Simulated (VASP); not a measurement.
Wanted: the native input for a VASP 6.6.1 run.

```yaml
Task: single point
Functional: PBE
Potentials_or_basis: VASP PAW PBE potentials, release 64 (Ti_sv)
Cutoff: 520 eV
k_mesh: 22 × 22 × 22
Occupations: gaussian, width 0.15 eV
Spin: collinear spin
Starting_moments: "[0.6] μB"
Fixed_moment: 0.6 μB
Dipole_correction: no
Further_INCAR_settings: ALGO = Normal; EDIFF = 1e-06; NBANDS = 16
```

The structure of Ti lies in POSCAR:

```
Ti
1.0
   -1.5773836419      1.5773836419      1.5773836419
    1.5773836419     -1.5773836419      1.5773836419
    1.5773836419      1.5773836419     -1.5773836419
Ti
1
Direct
    0.0000000000      0.0000000000      0.0000000000
```

This isn't the form of Ti at room conditions, which is hcp.

One way to write it, as run:

INCAR

```
PREC = Accurate ; ENCUT = 520
EDIFF = 1E-6 ; ISMEAR = 0
SIGMA = 0.15 ; LREAL = False
LASPH = True ; NELM = 150
ALGO = Normal ; ISIF = 2
LWAVE = False ; LCHARG = False
ISPIN = 2 ; MAGMOM = 0.6
LORBIT = 11 ; NUPDOWN = 0.6
LMAXMIX = 4 ; GGA = PE
NBANDS = 16
```

KPOINTS

```
regular mesh
0
Gamma
  22 22 22
```

Potentials or basis: VASP PAW PBE potentials, release 64 (Ti_sv).

The run is started by

```sh
$ cat potpaw_PBE.64/Ti_sv/POTCAR > POTCAR
$ mpirun -np 1 vasp_std > vasp.out
```

It gave:

| Quantity | Value |
| --- | --- |
| Pressure | 12.6 GPa |
| Net moment | 0.60 μB per cell |
| Site moments | Ti +0.43 μB |
| Valence electrons inside the program's atomic spheres | Ti 10.39 |

Caveat: the cell stands under pressure; the total moment is fixed, so each spin has its own Fermi level.

It took 100 s on 1 thread of AMD EPYC 9R45 96-Core Processor (Zen 5), on a shared host, peak memory 0.19 GiB.
